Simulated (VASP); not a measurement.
A run of VASP 6.6.1 is set up as follows.

The input INCAR:

```
SYSTEM = Ga2O3
PREC     = Accurate       ! precision mode
ENCUT    = 520            ! plane-wave cutoff, eV
EDIFF    = 1E-6           ! SCF threshold, eV
ISMEAR   = -1             ! smearing method
SIGMA    = 0.02           ! smearing width, eV
LREAL    = .False.        ! projectors in reciprocal space
LASPH    = .True.         ! aspherical terms in the spheres
NELM     = 100            ! most SCF steps
ALGO     = Normal         ! electronic algorithm
ISIF     = 2              ! what is computed and relaxed
LWAVE    = .False.        ! write WAVECAR
LCHARG   = .True.         ! write CHGCAR
GGA      = PE             ! functional
LELF     = .True.         ! ELF
LVHAR    = .True.       
NBANDS   = 55             ! bands
```

Contents of KPOINTS:

```
Automatic mesh
0
Gamma
  8 8 4
  0 0 0
```

Contents of POSCAR:

```
Ga2O3
1.0
    6.1274133102     -1.5195579471     -0.0026133726
    6.1274133102      1.5195579471     -0.0026133726
   -1.3836386939      0.0000000000      5.6410835831
Ga O
4 6
Direct
    0.3412592123      0.3412592123      0.6855528744
    0.6587407877      0.6587407877      0.3144471256
    0.9094930863      0.9094930863      0.2052289478
    0.0905069137      0.0905069137      0.7947710522
    0.5037036315      0.5037036315      0.7437495302
    0.4962963685      0.4962963685      0.2562504698
    0.8266558524      0.8266558524      0.4364660323
    0.1733441476      0.1733441476      0.5635339677
    0.1642075762      0.1642075762      0.1091301579
    0.8357924238      0.8357924238      0.8908698421
```

Potentials or basis: VASP PAW PBE potentials, release 64 (Ga_d, O).

Run with:

```console
$ cat potpaw_PBE.64/Ga_d/POTCAR potpaw_PBE.64/O/POTCAR > POTCAR
$ mpirun -np 1 vasp_std > vasp.out
```

What does it give for the band gap on the k mesh?

2.36 eV, indirect (least direct gap 2.38 eV).

Predict the largest force.

0.229 eV/Å.

Estimate the pressure.

8.9 GPa.

Stress tensor (GPa, compression positive):
```
8.60 0.00 0.24
0.00 9.58 0.00
0.24 0.00 8.57
```

A k mesh can miss the band edges. As with any semilocal functional, this PBE gap is likely too small.
